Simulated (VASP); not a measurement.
The system is C.

```xyz
8
Lattice="0.0000 4.0143 4.0143 4.0143 0.0000 4.0143 4.0143 4.0143 0.0000" Properties=species:S:1:pos:R:3 pbc="T T T"
C     0.5185    3.4958    3.4958
C     1.4886    1.4886    1.4886
C     2.5257    2.5257    1.4886
C     2.5257    1.4886    2.5257
C     3.4958    0.5185    3.4958
C     0.5185    0.5185    0.5185
C     3.4958    3.4958    0.5185
C     1.4886    2.5257    2.5257
```

```yaml
Program: VASP 6.6.1
Task: relaxation of cell and atoms
Functional: PBE
Potentials_or_basis: VASP PAW PBE potentials, release 64 (C)
Cutoff: 600 eV
k_mesh: 4 × 4 × 4
Occupations: gaussian, width 0.1 eV
Spin: no spin polarisation
```

At the start: pressure -9.9 GPa; volume 16.17 Å³/atom.

Q: Where does the relaxation end?

A: Over 11 steps the energy falls by 429.0 meV/atom and the volume is 13.23 Å³/atom (-18.2 %); space group Fd-3m (No. 227, to 0.05 Å).

Step by step:
```
step  energy change (eV)  largest force (eV/Å)  pressure (GPa)  volume (Å³)
   1              0.0000                6.3285           -9.93       129.38
   2             24.0096               44.6587           68.18       111.50
   3             -1.1972                4.0764          -13.77       127.04
   4             -1.9097                1.8702          -16.92       125.58
   5             -2.2467                0.6837          -18.94       123.81
   6             -2.5288                3.2546           20.65        94.87
   7             -3.3682                1.4577           -2.16       106.83
   8             -2.1078                7.3722           11.85       104.10
   9             -3.4317                0.0064           -0.57       106.30
  10             -3.4317                0.0254           -0.53       106.29
  11             -3.4323                0.0036            0.16       105.83
```

Final structure:
```
CELL_PARAMETERS angstrom
0.00000 3.75423 3.75423
3.75423 0.00000 3.75423
3.75423 3.75423 0.00000
ATOMIC_POSITIONS crystal
C 0.78824 0.07059 0.07059
C 0.17941 0.17941 0.17941
C 0.17941 0.17941 0.46176
C 0.17941 0.46176 0.17941
C 0.07059 0.78824 0.07059
C 0.07059 0.07059 0.07059
C 0.07059 0.07059 0.78824
C 0.46176 0.17941 0.17941
```

Caveat: the volume moved by over 15 % at a fixed basis, so the end points are rough.
